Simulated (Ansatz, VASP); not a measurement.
## One calculation of CsI, two programs

File INCAR:

```
SYSTEM = CsI
ALGO = Normal ; EDIFF = 1E-6
ENCUT = 500 ; GGA = PS
GGA_COMPAT = .False. ; ISIF = 2
ISMEAR = 0 ; LASPH = .True.
LCHARG = .False. ; LREAL = .False.
LWAVE = .False. ; NBANDS = 15
NELM = 120 ; PREC = Accurate
SIGMA = 0.05
```

KPOINTS

```
k-points
0
Gamma
  8 8 8
  0 0 0
```

Contents of POSCAR:

```
CsI
1.0
    4.6654673611      0.0000000000      0.0000000000
    0.0000000000      4.6654673611      0.0000000000
    0.0000000000      0.0000000000      4.6654673611
Cs I
1 1
Direct
    0.0000000000      0.0000000000      0.0000000000
    0.5000000000      0.5000000000      0.5000000000
```

Input for Ansatz:

```yaml
crystal:
  lattice:
    - [4.6654673611, 0.0, 0.0]
    - [0.0, 4.6654673611, 0.0]
    - [0.0, 0.0, 4.6654673611]
  atoms:
    - { symbol: Cs, position: [0.0, 0.0, 0.0] }
    - { symbol: I, position: [0.5, 0.5, 0.5] }
basis:
  ecutwfc: 420
  ecutrho_ratio: 4
kpoints:
  mp_grid: { grid: [8, 8, 8] }
hamiltonian:
  xc: pbesol
scf:
  occupations: { method: gaussian, width: 0.05 }
output:
  forces: true
  stress: true
  eigenvalues: true
  populations: true
```

Alike in both runs: task single point; functional PBEsol; k mesh 8 × 8 × 8; occupations gaussian, width 0.05 eV; no spin polarisation.

```csv
,VASP,Ansatz
version,VASP 6.6.1,Ansatz 0.2.0
potentials or method,"VASP PAW PBE potentials, release 64 (Cs_sv, I), cutoff 500 eV","scalar-relativistic, plane waves, PAW"
valence electrons in the cell,16,26
```

```csv
,VASP,Ansatz,Ansatz less VASP
gap on the k mesh at the Fermi level (eV),3.52,3.53,+0.010
least direct gap on the mesh (eV),3.62,3.62,+0.008
pressure (GPa),-1.0,-1.0,-0.03
```

VASP's potentials were made for PBE, not for PBEsol. VASP's potentials hold 16 valence electrons a cell and Ansatz's 26, so a difference there can come from the potentials and not from the codes.

Spin-orbit coupling is off throughout.
